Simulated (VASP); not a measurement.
Crystal: GaP.

```
Ga P
1.0
     0.00000    2.72550    2.72550
     2.72550    0.00000    2.72550
     2.72550    2.72550    0.00000
Ga P
1 1
Direct
  0.00000 0.00000 0.00000
  0.25000 0.25000 0.25000
```

Base run:

```yaml
Program: VASP 6.6.1
Functional: r2SCAN
Potentials_or_basis: VASP PAW PBE potentials, release 64 (Ga_d, P)
Cutoff: 520 eV
k_mesh: 10 × 10 × 10
Occupations: gaussian, width 0.03 eV
Spin: no spin polarisation
```

Its results: band gap on the k mesh 1.86 eV, indirect (least direct gap 2.34 eV); pressure 0.0 GPa.

Q: The run is repeated on the same cell with these changes: functional from r2SCAN to PBE. What comes out?

A: Band gap on the k mesh 1.61 eV, indirect (least direct gap 1.82 eV); pressure 2.5 GPa.

r2SCAN gives the wider gap, since meta-GGAs in the generalised Kohn-Sham scheme recover part of the derivative discontinuity.

Caveats: the PAW data sets were made with another functional, which shifts forces and pressure a little (some runs).

A k mesh can miss the band edges.
